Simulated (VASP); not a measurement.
## HfO2: single point with PBE

HfO2:

```xyz
6
Lattice="5.5231 0.0000 0.0000 -2.7616 4.7832 0.0000 0.0000 0.0000 2.8529" Properties=species:S:1:pos:R:3 pbc="T T T"
Hf    0.0000    3.1888    1.4264
Hf    2.7616    1.5944    1.4264
O     2.7617    0.0000    0.0000
O    -1.3809    2.3917    0.0000
O     1.3807    2.3914    0.0000
O     0.0000    0.0000    0.0000
```

The cell was built from a structure type or drawn by symmetry, and may not be a known phase.

| Property | Result |
| --- | --- |
| Program | VASP 6.6.1 |
| Task | single point |
| Functional | PBE |
| Potentials or basis | VASP PAW PBE potentials, release 64 (Hf_pv, O) |
| Cutoff | 520 eV |
| k mesh | 6 × 6 × 4 |
| Occupations | gaussian, width 0.1 eV |
| Spin | no spin polarisation |
| Dipole correction | no |
| Further INCAR settings | ALGO = Normal; EDIFF = 1e-07; NBANDS = 31 |

- Pressure: -2.3 GPa
- Band gap on the k mesh: zero (bands 22 and 23 overlap by 0.23 eV)

Stress tensor (GPa, compression positive):
```
-1.91  0.00  0.00
 0.00 -1.91  0.00
 0.00  0.00 -3.24
```

Levels at points of the mesh, in eV from the Fermi level:
```tsv
k point	band 19	band 20	band 21	band 22	band 23	band 24	band 25	band 26
(0.00, 0.00, 0.00)	-4.29	-3.30	-0.33	-0.33	0.36	1.00	1.00	2.00
(0.50, 0.00, 0.00)	-5.23	-2.16	-0.55	-0.55	-0.08	0.34	1.90	2.08
(0.00, 0.00, 0.50)	-3.88	-1.99	0.06	0.06	0.29	0.29	2.52	2.52
(0.50, 0.00, 0.50)	-4.29	-2.43	-0.49	-0.07	1.35	1.72	2.04	2.95
```

Run time: 95 s on 1 thread of Intel(R) Xeon(R) Platinum 8488C (Sapphire Rapids), on a shared host, peak memory 0.21 GiB.

Caveat: the k points lie up to 0.55 Å⁻¹ apart; spin-orbit coupling is left out, which moves the levels of the heavy elements.
